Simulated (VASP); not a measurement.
A run of VASP 6.6.1 is set up as follows.

INCAR

```
PREC     = Accurate       # precision mode
ENCUT    = 520            # plane-wave cutoff, eV
EDIFF    = 1E-6           # SCF threshold, eV
ISMEAR   = 0              # smearing method
SIGMA    = 0.02           # smearing width, eV
LREAL    = False          # projectors in reciprocal space
LASPH    = True           # aspherical terms in the spheres
NELM     = 60             # most SCF steps
ALGO     = Normal         # electronic algorithm
ISIF     = 2              # what is computed and relaxed
LWAVE    = False          # write WAVECAR
LCHARG   = False          # write CHGCAR
GGA      = PE             # functional
NBANDS   = 21             # bands
```

Contents of KPOINTS:

```
Automatic mesh
0
Gamma
  12 12 12
```

File POSCAR:

```
MgBe2SeO2
1.0
   -1.7367565730      1.7367565730      8.1529854155
    1.7367565730     -1.7367565730      8.1529854155
    1.7367565730      1.7367565730     -8.1529854155
Mg Be Se O
1 2 1 2
Direct
    0.5000000000      0.5000000000      0.0000000000
    0.2481868080      0.2481868080      0.0000000000
    0.7518131920      0.7518131920      0.0000000000
    0.0000000000      0.0000000000      0.0000000000
    0.2500000000      0.7500000000      0.5000000000
    0.7500000000      0.2500000000      0.5000000000
```

Potentials or basis: VASP PAW PBE potentials, release 64 (Mg, Be, Se, O).

Launch:

```sh
$ cat potpaw_PBE.64/Mg/POTCAR potpaw_PBE.64/Be/POTCAR potpaw_PBE.64/Se/POTCAR potpaw_PBE.64/O/POTCAR > POTCAR
$ mpirun -np 1 vasp_std > vasp.out
```

(1) Predict the band gap on the k mesh.

(2) What does it give for the pressure?

Results:

(1) 1.95 eV (least direct gap 2.16 eV).

(2) 0.1 GPa.
